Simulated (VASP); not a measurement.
**Si: single point with PBE**

Si:

```
Si
1.0
     0.00000    2.70925    2.51906
     2.70925    0.00000    2.51906
     2.70925    2.70925    0.00000
Si
2
Direct
  0.50000 0.50000 0.50000
  0.75000 0.75000 0.75000
```

This cell differs from its parent crystal: volume 18.490 Å^3 an atom, c/a of the conventional cell 0.9298.

```yaml
Program: VASP 6.6.1
Task: single point
Functional: PBE
Potentials_or_basis: VASP PAW PBE potentials, release 64 (Si)
Cutoff: 520 eV
k_mesh: 10 × 10 × 10
Occupations: gaussian, width 0.05 eV
Spin: no spin polarisation
Dipole_correction: no
Further_INCAR_settings: ALGO = Normal; EDIFF = 1e-06; NBANDS = 11
```

```yaml
Pressure: 10.8 GPa
Band_gap_on_the_k_mesh: zero (band 4 reaches 7.00 eV, above the bottom of band 5 at 6.65 eV)
```

Stress tensor (GPa, compression positive):
```
 8.86  0.00  0.00
 0.00  8.86  0.00
 0.00  0.00 14.57
```

Levels at points of the mesh, in eV from the Fermi level:
```tsv
k point	band 1	band 2	band 3	band 4	band 5	band 6	band 7	band 8
(0.00, 0.00, 0.00)	-12.57	-0.20	-0.20	0.28	2.41	2.66	2.66	4.21
(0.50, 0.00, 0.00)	-10.02	-7.40	-1.66	-0.96	1.57	2.94	3.80	7.85
(0.50, 0.50, 0.00)	-7.80	-7.80	-3.49	-3.49	0.10	0.10	10.63	10.63
(0.50, 0.00, 0.50)	-8.28	-8.28	-2.89	-2.89	0.71	0.71	10.01	10.01
```

Wall time 59 s on 1 thread of Intel Xeon 8259CL, with other jobs on the host, peak memory 0.16 GiB.
